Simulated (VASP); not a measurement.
Set up this calculation in VASP 6.6.1, as the native input.

```
Task                   : single point
Functional             : PBE
Potentials or basis    : VASP PAW PBE potentials, release 64 (Pt, Se)
Cutoff                 : 520 eV
k mesh                 : 12 × 12 × 10
Occupations            : gaussian, width 0.15 eV
Spin                   : no spin polarisation
Dipole correction      : no
Further INCAR settings : ALGO = Normal; EDIFF = 1e-07; NBANDS = 18
```

The structure of PtSe2 lies in POSCAR:

```
PtSe2
1.0
    3.4260805562      0.0000000000      0.0000000000
   -1.7130402781      2.9670727971      0.0000000000
    0.0000000000      0.0000000000      5.4669600000
Pt Se
1 2
Direct
    0.0000000000      0.0000000000      0.0000000000
    0.3333333333      0.6666666667      0.2500000000
    0.6666666667      0.3333333333      0.7500000000
```

This cell differs from its parent crystal: strain -0.080 along x and y, +0.080 along z.

These files were run (other wordings do the same):

INCAR

```
SYSTEM = PtSe2
PREC = Accurate ; ENCUT = 520
EDIFF = 1E-7 ; ISMEAR = 0
SIGMA = 0.15 ; LREAL = .FALSE.
LASPH = .TRUE. ; NELM = 100
ALGO = Normal ; ISIF = 2
LWAVE = .FALSE. ; LCHARG = .FALSE.
GGA = PE ; NBANDS = 18
```

KPOINTS

```
Automatic mesh
0
G
  12 12 10
  0 0 0
```

Potentials or basis: VASP PAW PBE potentials, release 64 (Pt, Se).

Launch:

```bash
$ cat potpaw_PBE.64/Pt/POTCAR potpaw_PBE.64/Se/POTCAR > POTCAR
$ mpirun -np 1 vasp_std > vasp.out
```

Results of the run:

```
Pressure               : 29.7 GPa
Largest force          : 1.744 eV/Å
Band gap on the k mesh : 0.23 eV, indirect (least direct gap 0.53 eV)
```

Caveat: the cell differs from its parent crystal (strain -0.080 along x and y, +0.080 along z); spin-orbit coupling is left out, which moves the levels of the heavy elements; forces of over 1 eV/Å act on the atoms, so gaps and moduli don't describe the material at rest.

Run time: 3.3 min on 1 thread of AMD EPYC 7R13 Processor (Zen 3), on a shared host, peak memory 0.27 GiB.
